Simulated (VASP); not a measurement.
# Al2Cu (P4/mmm) in VASP: a series of runs

The runs below take Al2Cu through single point, with PBE.

Everything below comes from runs of VASP 6.6.1. Logs are shortened: lines on timing, memory, paths and dates and some standing lists are left out, and cuts for length are marked.

## (1) The cell of the first run

It takes space group P4/mmm (No. 123, tetragonal). Conventional cell: a = 3.929 Å, b = 3.929 Å, c = 2.731 Å, α = 90.00°, β = 90.00°, γ = 90.00°. Al (site symmetry mmm) has 4 Cu at 2.39 Å and 6 Al at 2.73 to 2.78 Å within 3.2 Å. Within 3.2 Å of Cu (site symmetry 4/mmm) lie 8 Al at 2.39 Å and 2 Cu at 2.73 Å.

## (2) Single point, PBE

INCAR reads:

```
PREC = Accurate
ENCUT = 520
EDIFF = 1E-7
ISMEAR = 0
SIGMA = 0.15
LREAL = False
LASPH = True
NELM = 100
ALGO = Normal
ISIF = 2
LWAVE = False
LCHARG = True
GGA = PE
LELF = True
LVHAR = True
NBANDS = 16
```

KPOINTS reads:

```
Automatic mesh
0
Gamma
  10 10 14
```

POSCAR reads:

```
Al2Cu
1.0
    3.9288000000      0.0000000000      0.0000000000
    0.0000000000      3.9288000000      0.0000000000
    0.0000000000      0.0000000000      2.7309000000
Al Cu
2 1
Direct
    0.5000000000      0.0000000000      0.5000000000
    0.0000000000      0.5000000000      0.5000000000
    0.0000000000      0.0000000000      0.0000000000
```

Potentials or basis: VASP PAW PBE potentials, release 64 (Al, Cu).

The run is started by

```bash
$ cat potpaw_PBE.64/Al/POTCAR potpaw_PBE.64/Cu/POTCAR > POTCAR
$ mpirun -np 1 vasp_std > vasp.out
```

OUTCAR:

```text
PREC = Accurate
   ENCUT = 520
   EDIFF = 1E-7
   ISMEAR = 0
   LREAL = False
   LASPH = True
   NELM = 100
   ISIF = 2
   GGA = PE

 ion  position               nearest neighbor table
   1  0.500  0.000  0.500-   3 2.39   3 2.39   3 2.39   3 2.39   2 2.78   2 2.78   2 2.78   2 2.78

   2  0.000  0.500  0.500-   3 2.39   3 2.39   3 2.39   3 2.39   1 2.78   1 2.78   1 2.78   1 2.78

   3  0.000  0.000  0.000-   1 2.39   2 2.39   1 2.39   2 2.39   2 2.39   2 2.39   1 2.39   1 2.39

  LATTYP: Found a simple tetragonal cell.
 ALAT       =     3.9288000000
 C/A-ratio  =     0.6950977398

  Lattice vectors:

 A1 = (   3.9288000000,   0.0000000000,   0.0000000000)
 A2 = (   0.0000000000,   3.9288000000,   0.0000000000)
 A3 = (   0.0000000000,   0.0000000000,   2.7309000000)

Analysis of symmetry for initial positions (statically):
=====================================================================
 Subroutine PRICEL returns:
 Original cell was already a primitive cell.

 Routine SETGRP: Setting up the symmetry group for a
 simple tetragonal supercell.

 Subroutine GETGRP returns: Found 16 space group operations
 (whereof 16 operations were pure point group operations)
 out of a pool of 16 trial point group operations.

The static configuration has the point symmetry D_4h.

Analysis of symmetry for dynamics (positions and initial velocities):
=====================================================================
 Subroutine PRICEL returns:
 Original cell was already a primitive cell.

 Routine SETGRP: Setting up the symmetry group for a
 simple tetragonal supercell.

 Subroutine GETGRP returns: Found 16 space group operations
 (whereof 16 operations were pure point group operations)
 out of a pool of 16 trial point group operations.

The dynamic configuration has the point symmetry D_4h.

 Subroutine INISYM returns: Found 16 space group operations
 (whereof 16 operations are pure point group operations),
 and found     1 'primitive' translations

----------------------------------------------------------------------------------------

                                     Primitive cell

  volume of cell :      42.1527

  direct lattice vectors                    reciprocal lattice vectors
     3.928800000  0.000000000  0.000000000     0.254530645  0.000000000  0.000000000
[... 82 lines left out ...]
   ISPIN  =      1    spin polarized calculation?
   LNONCOLLINEAR =      F non collinear calculations
   LSORBIT =      F    spin-orbit coupling
   LASPH  =      T    aspherical Exc in radial PAW
   ENCUT  =  520.0 eV  38.22 Ry    6.18 a.u.   7.30  7.30  5.08*2*pi/ulx,y,z
   NELM   =    100;   NELMIN=  2; NELMDL= -5     # of ELM steps
   EDIFF  = 0.1E-06   stopping-criterion for ELM
   LREAL  =      F    real-space projection
   EDIFFG = 0.1E-05   stopping-criterion for IOM
   NSW    =      0    number of steps for IOM
   IBRION =     -1    ionic relax: 0-MD 1-quasi-New 2-CG
   NFREE  =      0    steps in history (QN), initial steepest desc. (CG)
   ISIF   =      2    stress and relaxation
   ISYM   =      2    0-nonsym 1-usesym 2-fastsym
   POTIM  = 0.5000    time-step for ionic-motion
   TEBEG  =    0.0;   TEEND  =   0.0 temperature during run
   PSTRESS=    0.0 pullay stress
   NELECT =      17.0000    total number of electrons
   NUPDOWN=      -1.0000    fix difference up-down
   EMIN   =  10.00;   EMAX   =-10.00  energy-range for DOS
   EFERMI =   0.00;   METHOD = LEGACY
   ISMEAR =     0;   SIGMA  =   0.15  broadening in eV -4-tet -1-fermi 0-gaus
   EFERMI_NEDOS =   21; number of points for ismear=-14 and -15
   IALGO  =     38    algorithm
   IMIX   =      4    mixing-type and parameters
     AMIX     =   0.40;   BMIX     =  1.00
     AMIX_MAG =   1.60;   BMIX_MAG =  1.00
  volume/ion in A,a.u.               =      14.05        94.82
  Fermi-wavevector in a.u.,A,eV,Ry     =   1.209528  2.285676 19.904752  1.462958
  Thomas-Fermi vector in A             =   2.345103
   LORBIT       =      0    0 simple, 1 ext, 2 COOP (PROOUT), +10 PAW based schemes
   GGA     = PE    functional components
   LHFCALC =     F    Hartree Fock is set to
   AEXX    =    0.0000 exact exchange contribution
   IVDW    =     0    specifies the selected vdW correction
   LEPSILON=     F    determine dielectric tensor
   LRPA    =     F    only Hartree local field effects (RPA)
 non-spin polarized calculation
 Gauss-broadening in eV      SIGMA  =   0.15
  energy-cutoff  :      520.00
  volume of cell :       42.15
 maximum number of plane-waves:      1155
 NGX is ok and might be reduce to    30
   NGX = 15   NGY = 15   NGZ = 11

 number of electron      17.0000000 magnetization

 Free energy of the ion-electron system (eV)
  ---------------------------------------------------
  ext. energy  EPLUGINS =         0.00000000
  ---------------------------------------------------
  free energy    TOTEN  =       -10.93491676 eV

  energy without entropy =      -10.92583360  energy(sigma->0) =      -10.93037518

 E-fermi :   8.7324     XC(G=0): -10.9961

 val. band max:        8.6927539409   @ k =   0.3000   0.0000   0.2857
 cond. band min:       8.7391385875   @ k =   0.3000   0.1000   0.2857
 fundamental gap:      0.0463846466
 Fermi energy:         8.7324454554

 k-point     1 :       0.0000    0.0000    0.0000
  band No.  band energies     occupation
      1      -2.8076      2.00000
      2       2.6343      2.00000
      3       3.0466      2.00000
      4       3.8794      2.00000
      5       4.1690      2.00000
      6       4.1690      2.00000
[... 433 lines left out ...]
      3       3.0364      2.00000
      4       3.7869      2.00000
      5       3.9953      2.00000
      6       4.0717      2.00000
[... 8 lines left out ...]
     15      19.4936      0.00000
     16      20.2269      0.00000

 [... further k-points ...]
[... 5 lines left out ...]
  --------------------------------------------------------------------------------------
  -------------------------------------------------------------------------------------
  Total        4.9640008      4.9640008      5.3312857      0.0000000      0.0000000      0.0000000
  in kB      188.6760555    188.6760555    202.6361364      0.0000000      0.0000000      0.0000000
  external PRESSURE =     193.3294158 kB  Pullay stress =       0.0000000 kB

 VOLUME and BASIS-vectors are now :
 -----------------------------------------------------------------------------
  energy-cutoff  :      520.00
  volume of cell :       42.15
      direct lattice vectors                 reciprocal lattice vectors
     3.928800000  0.000000000  0.000000000     0.254530645  0.000000000  0.000000000
     0.000000000  3.928800000  0.000000000     0.000000000  0.254530645  0.000000000
     0.000000000  0.000000000  2.730900000     0.000000000  0.000000000  0.366179648

 POSITION                                       TOTAL-FORCE (eV/Angst)
 -----------------------------------------------------------------------------------
      1.96440      0.00000      1.36545         0.000000      0.000000      0.000000
      0.00000      1.96440      1.36545         0.000000      0.000000      0.000000
      0.00000      0.00000      0.00000         0.000000      0.000000      0.000000
 -----------------------------------------------------------------------------------
    total drift:                                0.000000      0.000000      0.000000

  FREE ENERGIE OF THE ION-ELECTRON SYSTEM (eV)
  ---------------------------------------------------
  free  energy   TOTEN  =       -10.9349167607 eV

  energy  without entropy=      -10.9258336045  energy(sigma->0) =      -10.93037518
```

OSZICAR:

```text
N       E                     dE             d eps       ncg     rms          rms(c)
DAV:   1     0.645252558430E+02    0.64525E+02   -0.69986E+03  5424   0.117E+03
DAV:   2    -0.105289854598E+02   -0.75054E+02   -0.66611E+02  5752   0.211E+02
DAV:   3    -0.132645782277E+02   -0.27356E+01   -0.26792E+01  7240   0.443E+01
DAV:   4    -0.133244031787E+02   -0.59825E-01   -0.59805E-01  6624   0.563E+00
DAV:   5    -0.133272067937E+02   -0.28036E-02   -0.28036E-02  8328   0.136E+00    0.143E+01
DAV:   6    -0.145301485414E+02   -0.12029E+01   -0.32931E+01  6368   0.206E+02    0.109E+01
DAV:   7    -0.110284890854E+02    0.35017E+01   -0.89941E+00  6736   0.861E+01    0.160E+00
DAV:   8    -0.110073494923E+02    0.21140E-01   -0.11002E+00  8144   0.298E+01    0.223E+00
DAV:   9    -0.109340270792E+02    0.73322E-01   -0.21726E-01  6960   0.161E+01    0.209E-01
DAV:  10    -0.109363026974E+02   -0.22756E-02   -0.12599E-02  8616   0.255E+00    0.261E-01
DAV:  11    -0.109351607349E+02    0.11420E-02   -0.68793E-03  7288   0.305E+00    0.104E-01
DAV:  12    -0.109349340129E+02    0.22672E-03   -0.58738E-04  8168   0.742E-01    0.300E-02
DAV:  13    -0.109349185666E+02    0.15446E-04   -0.38897E-05  8864   0.161E-01    0.102E-02
DAV:  14    -0.109349165933E+02    0.19733E-05   -0.79967E-06  8136   0.876E-02    0.280E-03
DAV:  15    -0.109349167116E+02   -0.11827E-06   -0.59390E-07  7072   0.896E-03    0.251E-03
DAV:  16    -0.109349167607E+02   -0.49110E-07   -0.11629E-08  4176   0.251E-03
   1 F= -.10934917E+02 E0= -.10930375E+02  d E =-.908316E-02
```

stdout:

```text
POSCAR found type information on POSCAR AlCu
 POSCAR found :  2 types and       3 ions
 scaLAPACK will be used
 LDA part: xc-table for (Slater+PW92), standard interpolation
 POSCAR, INCAR and KPOINTS ok, starting setup
 FFT: planning ... GRIDC
 FFT: planning ... GRID_SOFT
 FFT: planning ... GRID
 WAVECAR not read
 entering main loop
```

Wall time 48 s (1 thread of Intel Xeon 6975P-C (Granite Rapids), shared host); peak memory 0.23 GiB.

Results:

* Free energy: -10.9349 eV
* Pressure: 19.3 GPa

## (3) Single point, PBE

This run uses another cell than the first one, of 14.13 Å³/atom, 1.005 times its volume.

INCAR reads:

```
PREC = Accurate ; ENCUT = 520
EDIFF = 1E-7 ; ISMEAR = 0
SIGMA = 0.15 ; LREAL = False
LASPH = True ; NELM = 60
ALGO = Normal ; ISIF = 2
LWAVE = False ; LCHARG = True
GGA = PE ; LELF = True
LVHAR = True ; NBANDS = 16
```

KPOINTS reads:

```
regular mesh
0
Gamma
  10 10 14
```

POSCAR reads:

```
Al2Cu
1.0
    3.8327000000      0.0000000000      0.0000000000
    0.0000000000      3.8327000000      0.0000000000
    0.0000000000      0.0000000000      2.8847334069
Al Cu
2 1
Direct
    0.5000000000      0.0000000000      0.5000000000
    0.0000000000      0.5000000000      0.5000000000
    0.0000000000      0.0000000000      0.0000000000
```

Potentials or basis: VASP PAW PBE potentials, release 64 (Al, Cu).

The run is started by

```bash
$ cat potpaw_PBE.64/Al/POTCAR potpaw_PBE.64/Cu/POTCAR > POTCAR
$ mpirun -np 1 vasp_std > vasp.out
```

Wall time 51 s (1 thread of Intel Xeon 6975P-C (Granite Rapids), shared host); peak memory 0.23 GiB.

The run converged. Its results:

```yaml
Free_energy: -10.8988 eV
Pressure: 18.6 GPa
```

Stress tensor (GPa, compression positive):
```
21.95  0.00  0.00
 0.00 21.95  0.00
 0.00  0.00 12.03
```

Levels at points of the mesh, in eV from the Fermi level:
| k point | band 6 | band 7 | band 8 | band 9 | band 10 | band 11 | band 12 | band 13 |
| --- | --- | --- | --- | --- | --- | --- | --- | --- |
| (0.00, 0.00, 0.00) | -4.51 | -2.20 | -2.20 | 1.12 | 1.20 | 5.17 | 7.01 | 7.86 |
| (0.50, 0.00, 0.00) | -4.56 | -4.50 | -0.65 | 2.13 | 2.39 | 3.20 | 6.78 | 9.00 |
| (0.50, 0.50, 0.00) | -4.55 | -4.55 | -4.39 | -2.54 | 8.72 | 8.93 | 8.93 | 10.37 |
| (0.00, 0.00, 0.50) | -4.39 | -3.43 | 2.80 | 2.80 | 2.99 | 2.99 | 3.00 | 3.57 |
| (0.50, 0.00, 0.50) | -4.41 | -3.42 | -2.85 | -1.92 | 3.94 | 4.54 | 4.84 | 6.09 |
| (0.50, 0.50, 0.50) | -4.06 | -2.32 | -2.32 | -1.44 | -1.07 | 0.25 | 0.25 | 2.33 |
